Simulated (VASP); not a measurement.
# Al2O3 (P-6m2) in VASP: a series of runs, part 2 of 2

VASP 6.6.1. Earlier steps stand in the parts before.

**3. Single point, LDA (strain +0.030 along x and y, -0.030 along z)**

Contents of INCAR:

```
SYSTEM = Al2O3
ALGO = Normal
EDIFF = 1E-6
ENCUT = 520
GGA = CA
ISIF = 2
ISMEAR = 0
LASPH = .TRUE.
LCHARG = .TRUE.
LELF = .TRUE.
LREAL = .FALSE.
LVHAR = .TRUE.
LWAVE = .FALSE.
NBANDS = 20
NELM = 100
PREC = Accurate
SIGMA = 0.05
```

Contents of KPOINTS:

```
k-points
0
G
  12 12 4
  0 0 0
```

Contents of POSCAR:

```
Al2O3
1.0
    2.9708546968      0.0000000000      0.0000000000
   -1.4854273484      2.5728356383      0.0000000000
    0.0000000000      0.0000000000      9.0566518262
Al O
2 3
Direct
    0.0000000000      0.0000000000      0.1499923300
    0.0000000000      0.0000000000      0.8500076700
    0.3333333333      0.6666666667      0.2223169200
    0.6666666667      0.3333333333      0.0000000000
    0.3333333333      0.6666666667      0.7776830800
```

Potentials or basis: VASP PAW LDA potentials, release 64 (Al, O).

On the command line:

```console
> cat potpaw_LDA.64/Al/POTCAR potpaw_LDA.64/O/POTCAR > POTCAR
> mpirun -np 1 vasp_std > vasp.out
```

Run time: 68 s. Hardware: 1 thread of Intel Xeon 6975P-C (Granite Rapids), shared host; peak memory 0.19 GiB.

The run converged. Its results:

```yaml
Free_energy: -39.8120 eV
Pressure: -12.3 GPa
Largest_force: 0.890 eV/Å
Band_gap_on_the_k_mesh: 3.92 eV, indirect (least direct gap 4.16 eV)
```

Forces in eV/Å, atoms in the order of the input:
```
Al   0.000  0.000  0.890
Al   0.000  0.000 -0.890
O    0.000  0.000 -0.682
O    0.000  0.000  0.000
O    0.000  0.000  0.682
```

Stress tensor (GPa, compression positive):
```
-18.02   0.00   0.00
  0.00 -18.02   0.00
  0.00   0.00  -0.96
```

Levels at points of the mesh, in eV from the valence-band top:
| k point | band 10 | band 11 | band 12 | band 13 | band 14 | band 15 |
| --- | --- | --- | --- | --- | --- | --- |
| (0.00, 0.00, 0.00) | -0.92 | -0.92 | -0.23 | 3.92 | 6.71 | 7.01 |
| (0.50, 0.00, 0.00) | -1.19 | -0.78 | -0.56 | 6.75 | 8.28 | 8.51 |
| (0.00, 0.00, 0.50) | -0.92 | -0.92 | -0.30 | 4.04 | 6.40 | 7.08 |
| (0.50, 0.00, 0.50) | -1.19 | -0.80 | -0.54 | 6.76 | 8.22 | 8.60 |

Caveat: the cell differs from its parent crystal (strain +0.030 along x and y, -0.030 along z). A k mesh can miss the band edges.

**4. Single point, LDA (strain +0.015 along x and y, +0.000 along z)**

Contents of INCAR:

```
PREC = Accurate
ENCUT = 520
EDIFF = 1E-6
ISMEAR = 0
SIGMA = 0.05
LREAL = False
LASPH = True
NELM = 60
ALGO = Normal
ISIF = 2
LWAVE = False
LCHARG = True
GGA = CA
LELF = True
LVHAR = True
NBANDS = 20
```

Contents of KPOINTS:

```
regular mesh
0
Gamma
  12 12 4
```

POSCAR, as its differences from that of step 3:

```diff
@@ -2,5 +2,5 @@
 1.0
-    2.9708546968      0.0000000000      0.0000000000
-   -1.4854273484      2.5728356383      0.0000000000
-    0.0000000000      0.0000000000      9.0566518262
+    2.9275898225      0.0000000000      0.0000000000
+   -1.4637949113      2.5353671582      0.0000000000
+    0.0000000000      0.0000000000      9.3367544600
 Al O
```

On the command line:

```console
> cat potpaw_LDA.64/Al/POTCAR potpaw_LDA.64/O/POTCAR > POTCAR
> mpirun -np 1 vasp_std > vasp.out
```

It took 64 s on 1 thread of Intel Xeon 6975P-C (Granite Rapids), shared host; peak memory 0.19 GiB.

Results (log left out):

| Item | Value |
| --- | --- |
| Free energy | -39.9659 eV |
| Pressure | -10.7 GPa |
| Largest force | 0.786 eV/Å |
| Band gap on the k mesh | 4.35 eV, indirect (least direct gap 4.58 eV) |

Forces on the atoms (eV/Å):
```
Al   0.000  0.000  0.300
Al   0.000  0.000 -0.300
O    0.000  0.000 -0.786
O    0.000  0.000  0.000
O    0.000  0.000  0.786
```

Stress tensor (GPa, compression positive):
```
-13.14   0.00   0.00
  0.00 -13.14   0.00
  0.00   0.00  -5.78
```

Levels at points of the mesh, in eV from the valence-band top:
| k point | band 8 | band 9 | band 10 | band 11 | band 12 | band 13 | band 14 | band 15 | band 16 | band 17 |
| --- | --- | --- | --- | --- | --- | --- | --- | --- | --- | --- |
| (0.00, 0.00, 0.00) | -1.29 | -1.29 | -0.62 | -0.62 | -0.23 | 4.35 | 7.11 | 7.28 | 8.98 | 12.52 |
| (0.50, 0.00, 0.00) | -2.17 | -1.99 | -1.03 | -0.79 | -0.55 | 7.27 | 8.33 | 8.62 | 10.59 | 11.68 |
| (0.00, 0.00, 0.50) | -1.29 | -1.29 | -0.62 | -0.62 | -0.28 | 4.46 | 6.70 | 7.48 | 9.25 | 12.44 |
| (0.50, 0.00, 0.50) | -2.17 | -2.00 | -1.03 | -0.79 | -0.54 | 7.28 | 8.29 | 8.68 | 10.37 | 12.09 |

Caveat: the cell differs from its parent crystal (strain +0.015 along x and y, +0.000 along z). A k mesh can miss the band edges.

**5. Single point, LDA (strain +0.030 along x and y, -0.015 along z)**

Contents of INCAR:

```
PREC     = Accurate       # precision mode
ENCUT    = 520            # plane-wave cutoff, eV
EDIFF    = 1E-6           # SCF threshold, eV
ISMEAR   = 0              # smearing method
SIGMA    = 0.05           # smearing width, eV
LREAL    = F              # projectors in reciprocal space
LASPH    = T              # aspherical terms in the spheres
NELM     = 60             # most SCF steps
ALGO     = Normal         # electronic algorithm
ISIF     = 2              # what is computed and relaxed
LWAVE    = F              # write WAVECAR
LCHARG   = T              # write CHGCAR
LELF     = T              # ELF
LVHAR    = T            
NBANDS   = 20             # bands
```

Contents of KPOINTS:

```
Automatic mesh
0
Gamma
  12 12 4
```

POSCAR, as its differences from that of step 4:

```diff
@@ -2,5 +2,5 @@
 1.0
-    2.9275898225      0.0000000000      0.0000000000
-   -1.4637949113      2.5353671582      0.0000000000
-    0.0000000000      0.0000000000      9.3367544600
+    2.9708546968      0.0000000000      0.0000000000
+   -1.4854273484      2.5728356383      0.0000000000
+    0.0000000000      0.0000000000      9.1967031431
 Al O
```

On the command line:

```console
> cat potpaw_LDA.64/Al/POTCAR potpaw_LDA.64/O/POTCAR > POTCAR
> mpirun -np 1 vasp_std > vasp.out
```

Wall time 67 s (1 thread of Intel Xeon 6975P-C (Granite Rapids), shared host); peak memory 0.19 GiB.

It converged, with:

```
Free energy            : -39.7971 eV
Pressure               : -13.4 GPa
Largest force          : 0.858 eV/Å
Band gap on the k mesh : 3.96 eV, indirect (least direct gap 4.18 eV)
```

Forces on the atoms (eV/Å):
```
Al   0.000  0.000  0.705
Al   0.000  0.000 -0.705
O    0.000  0.000 -0.858
O    0.000  0.000  0.000
O    0.000  0.000  0.858
```

Stress tensor (GPa, compression positive):
```
-18.21   0.00   0.00
  0.00 -18.21   0.00
  0.00   0.00  -3.75
```

Levels at points of the mesh, in eV from the valence-band top:
| k point | band 10 | band 11 | band 12 | band 13 | band 14 | band 15 |
| --- | --- | --- | --- | --- | --- | --- |
| (0.00, 0.00, 0.00) | -0.81 | -0.81 | -0.22 | 3.96 | 6.77 | 6.95 |
| (0.50, 0.00, 0.00) | -1.12 | -0.77 | -0.55 | 6.84 | 8.15 | 8.45 |
| (0.00, 0.00, 0.50) | -0.81 | -0.81 | -0.28 | 4.07 | 6.40 | 7.11 |
| (0.50, 0.00, 0.50) | -1.12 | -0.78 | -0.53 | 6.84 | 8.11 | 8.53 |

Caveat: the cell differs from its parent crystal (strain +0.030 along x and y, -0.015 along z).

**6. Single point, LDA (strain +0.015 along x and y, +0.015 along z)**

Contents of INCAR:

```
PREC = Accurate ; ENCUT = 520
EDIFF = 1E-6 ; ISMEAR = 0
SIGMA = 0.05 ; LREAL = False
LASPH = True ; NELM = 100
ALGO = Normal ; ISIF = 2
LWAVE = False ; LCHARG = False
GGA = CA ; NBANDS = 20
```

Contents of KPOINTS:

```
regular mesh
0
Gamma
  12 12 4
```

POSCAR, as its differences from that of step 5:

```diff
@@ -2,5 +2,5 @@
 1.0
-    2.9708546968      0.0000000000      0.0000000000
-   -1.4854273484      2.5728356383      0.0000000000
-    0.0000000000      0.0000000000      9.1967031431
+    2.9275898225      0.0000000000      0.0000000000
+   -1.4637949113      2.5353671582      0.0000000000
+    0.0000000000      0.0000000000      9.4768057769
 Al O
```

Potentials or basis: VASP PAW LDA potentials, release 64 (Al, O).

On the command line:

```console
> cat potpaw_LDA.64/Al/POTCAR potpaw_LDA.64/O/POTCAR > POTCAR
> mpirun -np 1 vasp_std > vasp.out
```

Wall time 65 s (1 thread of Intel Xeon 6975P-C (Granite Rapids), shared host); peak memory 0.19 GiB.

The run converged. Its results:

* Free energy: -39.9205 eV
* Pressure: -11.7 GPa
* Largest force: 0.965 eV/Å
* Band gap on the k mesh: 4.36 eV, indirect (least direct gap 4.59 eV)

Forces in eV/Å, atoms in the order of the input:
```
Al   0.000  0.000  0.149
Al   0.000  0.000 -0.149
O    0.000  0.000 -0.965
O    0.000  0.000  0.000
O    0.000  0.000  0.965
```

Stress tensor (GPa, compression positive):
```
-13.35   0.00   0.00
  0.00 -13.35   0.00
  0.00   0.00  -8.46
```

Levels at points of the mesh, in eV from the valence-band top:
```
           k point  band 8  band 9  band 10  band 11  band 12  band 13  band 14  band 15  band 16  band 17
(0.00, 0.00, 0.00)   -1.25   -1.25    -0.50    -0.50    -0.22     4.36     7.17     7.22     8.97    12.32
(0.50, 0.00, 0.00)   -2.14   -1.96    -0.94    -0.77    -0.54     7.33     8.20     8.56    10.47    11.75
(0.00, 0.00, 0.50)   -1.25   -1.25    -0.50    -0.50    -0.27     4.47     6.69     7.52     9.20    12.33
(0.50, 0.00, 0.50)   -2.14   -1.96    -0.94    -0.78    -0.53     7.34     8.17     8.61    10.29    12.10
```

Caveat: the cell differs from its parent crystal (strain +0.015 along x and y, +0.015 along z).

**7. Overview**

| cell | gap on the mesh (eV) | pressure (GPa) | largest force (eV/Å) |
| --- | --- | --- | --- |
| a = 2.884, b = 2.884, c = 9.617 Å, angles 90.0, 90.0, 120.0°, 5 atoms | 4.74 | -8.7 | 0.87 |
| a = 2.971, b = 2.971, c = 9.057 Å, angles 90.0, 90.0, 120.0°, 5 atoms | 3.92 | -12.3 | 0.89 |
| a = 2.928, b = 2.928, c = 9.337 Å, angles 90.0, 90.0, 120.0°, 5 atoms | 4.35 | -10.7 | 0.79 |
| a = 2.971, b = 2.971, c = 9.197 Å, angles 90.0, 90.0, 120.0°, 5 atoms | 3.96 | -13.4 | 0.86 |
| a = 2.928, b = 2.928, c = 9.477 Å, angles 90.0, 90.0, 120.0°, 5 atoms | 4.36 | -11.7 | 0.96 |

Alike in all rows: task single point; level LDA; potentials or basis VASP PAW LDA potentials, release 64 (Al, O); no spin polarisation; k mesh 12 × 12 × 4; cutoff (eV) 520; smearing gaussian 0.05 eV.

Total energies depend on the potentials used, so only differences within one code and one set of settings carry meaning.
